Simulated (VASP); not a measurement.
# Fe (R-3m) in VASP: a series of runs, part 2 of 2

VASP 6.6.1. The steps go on from the part before.

## 3. Single point, PBE

This run uses another cell than the first one: it holds 12 atoms, not 3.

Contents of INCAR:

```
SYSTEM = Fe
ALGO     = Fast           ! electronic algorithm
EDIFF    = 1E-6           ! SCF threshold, eV
ENCUT    = 520            ! plane-wave cutoff, eV
GGA      = PE             ! functional
ISIF     = 2              ! what is computed and relaxed
ISMEAR   = 0              ! smearing method
LASPH    = .TRUE.         ! aspherical terms in the spheres
LCHARG   = .FALSE.        ! write CHGCAR
LREAL    = .FALSE.        ! projectors in reciprocal space
LWAVE    = .FALSE.        ! write WAVECAR
NBANDS   = 60             ! bands
NELM     = 100            ! most SCF steps
PREC     = Accurate       ! precision mode
SIGMA    = 0.1            ! smearing width, eV
```

Contents of KPOINTS:

```
k-points
0
G
  6 6 6
  0 0 0
```

Contents of POSCAR:

```
Fe
1.0
    2.9790596807      1.7199609086      5.3293145771
   -2.9790596807      1.7199609086      5.3293145771
    0.0000000000     -3.4399218171      5.3293145771
Fe
12
Direct
    0.0199039340      0.6324899533      0.0199039340
    0.0199039340      0.0199039340      0.6324899533
    0.6324899533      0.0199039340      0.0199039340
    0.9800960660      0.3675100467      0.9800960660
    0.3675100467      0.9800960660      0.9800960660
    0.9800960660      0.9800960660      0.3675100467
    0.2332624672      0.6096224167      0.2332624672
    0.2332624672      0.2332624672      0.6096224167
    0.6096224167      0.2332624672      0.2332624672
    0.7667375328      0.3903775833      0.7667375328
    0.3903775833      0.7667375328      0.7667375328
    0.7667375328      0.7667375328      0.3903775833
```

Potentials or basis: VASP PAW PBE potentials, release 64 (Fe).

Command:

```console
$ cat potpaw_PBE.64/Fe/POTCAR > POTCAR
$ mpirun -np 1 vasp_std > vasp.out
```

OUTCAR:

```text
SYSTEM = Fe
   EDIFF = 1E-6
   ENCUT = 520
   GGA = PE
   ISIF = 2
   ISMEAR = 0
   LASPH = .TRUE.
   LREAL = .FALSE.
   NELM = 100
   PREC = Accurate

 ion  position               nearest neighbor table
   1  0.020  0.632  0.020-   4 1.99   7 2.30  12 2.31  11 2.31   2 2.31   3 2.31
   2  0.020  0.020  0.632-   6 1.99   8 2.30  10 2.31  11 2.31   1 2.31   3 2.31
   3  0.632  0.020  0.020-   5 1.99   9 2.30  12 2.31  10 2.31   2 2.31   1 2.31
   4  0.980  0.368  0.980-   1 1.99  10 2.30   8 2.31   9 2.31   6 2.31   5 2.31
   5  0.368  0.980  0.980-   3 1.99  11 2.30   8 2.31   7 2.31   6 2.31   4 2.31
   6  0.980  0.980  0.368-   2 1.99  12 2.30   9 2.31   7 2.31   5 2.31   4 2.31
   7  0.233  0.610  0.233-   8 2.24   9 2.24  11 2.29  12 2.29   1 2.30   5 2.31   6 2.31
   8  0.233  0.233  0.610-   7 2.24   9 2.24  10 2.29  11 2.29   2 2.30   4 2.31   5 2.31
   9  0.610  0.233  0.233-   8 2.24   7 2.24  10 2.29  12 2.29   3 2.30   4 2.31   6 2.31
  10  0.767  0.390  0.767-  12 2.24  11 2.24   9 2.29   8 2.29   4 2.30   3 2.31   2 2.31
  11  0.390  0.767  0.767-  12 2.24  10 2.24   7 2.29   8 2.29   5 2.30   1 2.31   2 2.31
  12  0.767  0.767  0.390-  10 2.24  11 2.24   7 2.29   9 2.29   6 2.30   3 2.31   1 2.31

  LATTYP: Found a trigonal (rhomboedric) cell.
[... 1726 lines left out ...]

  FORCE on cell =-STRESS in cart. coord.  units (eV):
  Direction    XX          YY          ZZ          XY          YZ          ZX
  --------------------------------------------------------------------------------------
  -------------------------------------------------------------------------------------
  Total       -0.8885412     -0.8885412     -0.9806526     -0.0000000     -0.0000000      0.0000000
  in kB       -8.6889598     -8.6889598     -9.5897075     -0.0000000     -0.0000000      0.0000000
  external PRESSURE =      -8.9892090 kB  Pullay stress =       0.0000000 kB

 VOLUME and BASIS-vectors are now :
 -----------------------------------------------------------------------------
  energy-cutoff  :      520.00
  volume of cell :      163.84
      direct lattice vectors                 reciprocal lattice vectors
     2.979059681  1.719960909  5.329314577     0.167838195  0.096901427  0.062547130
    -2.979059681  1.719960909  5.329314577    -0.167838195  0.096901427  0.062547130
     0.000000000 -3.439921817  5.329314577     0.000000000 -0.193802854  0.062547130

 POSITION                                       TOTAL-FORCE (eV/Angst)
 -----------------------------------------------------------------------------------
     -1.82493      1.05362      3.58289         0.007542     -0.004354     -0.045553
      0.00000     -2.10725      3.58289        -0.000000      0.008708     -0.045553
      1.82493      1.05362      3.58289        -0.007542     -0.004354     -0.045553
      1.82493     -1.05362     12.40506        -0.007542      0.004354      0.045553
     -1.82493     -1.05362     12.40506         0.007542      0.004354      0.045553
      0.00000      2.10725     12.40506        -0.000000     -0.008708      0.045553
     -1.12120      0.64732      5.73513        -0.008037      0.004640     -0.002635
      0.00000     -1.29465      5.73513        -0.000000     -0.009281     -0.002635
      1.12120      0.64732      5.73513         0.008037      0.004640     -0.002635
      1.12120     -0.64732     10.25282         0.008037     -0.004640      0.002635
     -1.12120     -0.64732     10.25282        -0.008037     -0.004640      0.002635
      0.00000      1.29465     10.25282        -0.000000      0.009281      0.002635
 -----------------------------------------------------------------------------------
    total drift:                                0.000000     -0.000000      0.000000

  FREE ENERGIE OF THE ION-ELECTRON SYSTEM (eV)
  ---------------------------------------------------
  free  energy   TOTEN  =       -87.1774422585 eV

  energy  without entropy=      -87.0816294589  energy(sigma->0) =      -87.12953586
```

OSZICAR:

```text
N       E                     dE             d eps       ncg     rms          rms(c)
DAV:   1     0.835540414660E+03    0.83554E+03   -0.40180E+04  3840   0.199E+03
DAV:   2     0.179659146337E+01   -0.83374E+03   -0.80686E+03  3840   0.432E+02
DAV:   3    -0.867364841014E+02   -0.88533E+02   -0.77790E+02  4748   0.172E+02
[... 11 lines left out ...]
RMM:  15    -0.871774172629E+02   -0.56173E-04   -0.11557E-03  5958   0.110E-01    0.121E-02
RMM:  16    -0.871774384854E+02   -0.21223E-04   -0.24533E-04  5912   0.436E-02    0.735E-03
RMM:  17    -0.871774407453E+02   -0.22599E-05   -0.48116E-05  5754   0.219E-02    0.247E-03
RMM:  18    -0.871774416842E+02   -0.93889E-06   -0.11281E-05  4194   0.919E-03    0.110E-03
RMM:  19    -0.871774422585E+02   -0.57428E-06   -0.24410E-06  3075   0.652E-03
   1 F= -.87177442E+02 E0= -.87129536E+02  d E =-.958128E-01
```

stdout:

```text
POSCAR found type information on POSCAR Fe
 POSCAR found :  1 types and      12 ions
 scaLAPACK will be used
 LDA part: xc-table for (Slater+PW92), standard interpolation
 POSCAR, INCAR and KPOINTS ok, starting setup
 FFT: planning ... GRIDC
 FFT: planning ... GRID_SOFT
 FFT: planning ... GRID
 WAVECAR not read
 entering main loop
```

It took 17 min on 1 thread of Intel Xeon 8259CL, shared host; peak memory 0.44 GiB.

What came out:

```
Free energy            : -87.1774 eV
Pressure               : -0.9 GPa
Largest force          : 0.046 eV/Å
Band gap on the k mesh : zero (bands 48 and 49 overlap by 0.29 eV)
```

Forces in eV/Å, atoms in the order of the input:
```
Fe   0.008 -0.004 -0.046
Fe   0.000  0.009 -0.046
Fe  -0.008 -0.004 -0.046
Fe  -0.008  0.004  0.046
Fe   0.008  0.004  0.046
Fe   0.000 -0.009  0.046
Fe  -0.008  0.005 -0.003
Fe   0.000 -0.009 -0.003
Fe   0.008  0.005 -0.003
Fe   0.008 -0.005  0.003
Fe  -0.008 -0.005  0.003
Fe   0.000  0.009  0.003
```

Caveat: the run has no spin polarisation, though such a crystal can be magnetic. Spin polarisation is off, so any magnetic state and its effect on volume and gap are missing.
